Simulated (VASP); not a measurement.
Wanted: the native input for a VASP 6.6.1 run.

```yaml
Task: single point
Functional: RPBE
Dispersion: D4
Potentials_or_basis: VASP PAW PBE potentials, release 64 (Te, Ti_sv)
Cutoff: 520 eV
k_mesh: 8 × 8 × 4
Occupations: fermi-dirac, width 0.05 eV
Spin: no spin polarisation
Dipole_correction: no
Further_INCAR_settings: ALGO = Normal; EDIFF = 1e-06; NBANDS = 19
```

The structure of TiTe2 lies in POSCAR:

```
TiTe2
1.0
    3.7063590889      0.0000000000      0.0000000000
   -1.8531795444      3.2098011265      0.0000000000
    0.0000000000      0.0000000000      6.3423863068
Te Ti
2 1
Direct
    0.3333333333      0.6666666667      0.7278648522
    0.6666666667      0.3333333333      0.2721351478
    0.0000000000      0.0000000000      0.0000000000
```

These files were run (other wordings do the same):

INCAR

```
ALGO = Normal
EDIFF = 1E-6
ENCUT = 520
GGA = RP
ISIF = 2
ISMEAR = -1
IVDW = 13
LASPH = True
LCHARG = False
LREAL = False
LWAVE = False
NBANDS = 19
NELM = 100
PREC = Accurate
SIGMA = 0.05
```

KPOINTS

```
k-points
0
Gamma
  8 8 4
```

Potentials or basis: VASP PAW PBE potentials, release 64 (Te, Ti_sv).

Run with:

```sh
$ cat potpaw_PBE.64/Te/POTCAR potpaw_PBE.64/Ti_sv/POTCAR > POTCAR
$ mpirun -np 1 vasp_std > vasp.out
```

It gave:

```
Pressure                   : 0.0 GPa
Largest force              : 0.005 eV/Å
Band gap on the k mesh     : zero (bands 12 and 13 overlap by 0.82 eV)
Dispersion energy per atom : -0.833 eV
```

Caveat: the PAW data sets were made with another functional, which shifts forces and pressure a little; spin-orbit coupling is left out, which moves the levels of the heavy elements.

Wall time 20 s on 1 thread of Intel(R) Xeon(R) 6975P-C (Granite Rapids), on a shared host, peak memory 0.21 GiB.
